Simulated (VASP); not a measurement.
A run of VASP 6.6.1 is set up as follows.

File INCAR:

```
SYSTEM = CaPtS3
PREC     = Accurate       ! precision mode
ENCUT    = 520            ! plane-wave cutoff, eV
EDIFF    = 1E-6           ! SCF threshold, eV
ISMEAR   = 0              ! smearing method
SIGMA    = 0.1            ! smearing width, eV
LREAL    = .False.        ! projectors in reciprocal space
LASPH    = .True.         ! aspherical terms in the spheres
NELM     = 100            ! most SCF steps
ALGO     = Normal         ! electronic algorithm
ISIF     = 2              ! what is computed and relaxed
LWAVE    = .False.        ! write WAVECAR
LCHARG   = .False.        ! write CHGCAR
GGA      = PE             ! functional
NBANDS   = 27             ! bands
```

KPOINTS

```
regular mesh
0
Gamma
  8 8 6
  0 0 0
```

Contents of POSCAR:

```
CaPtS3
1.0
    4.4433974044      0.0000000000      0.0000000000
    0.0000000000      4.4433974044      0.0000000000
    0.0000000000      0.0000000000      5.7199327895
Ca Pt S
1 1 3
Direct
    0.5000000000      0.5000000000      0.3870569992
    0.0000000000      0.0000000000      0.9318632561
    0.0000000000      0.5000000000      0.0637974074
    0.5000000000      0.0000000000      0.0637974074
    0.0000000000      0.0000000000      0.5224514698
```

Potentials or basis: VASP PAW PBE potentials, release 64 (Ca_sv, Pt, S).

Launch:

```sh
$ cat potpaw_PBE.64/Ca_sv/POTCAR potpaw_PBE.64/Pt/POTCAR potpaw_PBE.64/S/POTCAR > POTCAR
$ mpirun -np 1 vasp_std > vasp.out
```

**Question.** Estimate the largest force.

**Answer.** 0.026 eV/Å.

**Question.** Estimate the band gap on the k mesh.

**Answer.** Zero (band 19 reaches 4.81 eV, above the bottom of band 20 at 3.91 eV).

Forces on the atoms (eV/Å):
```
Ca   0.000  0.000  0.026
Pt   0.000  0.000  0.003
S    0.000  0.000 -0.024
S    0.000  0.000 -0.024
S    0.000  0.000  0.018
```

Caveat: spin-orbit coupling is left out, which moves the levels of the heavy elements.
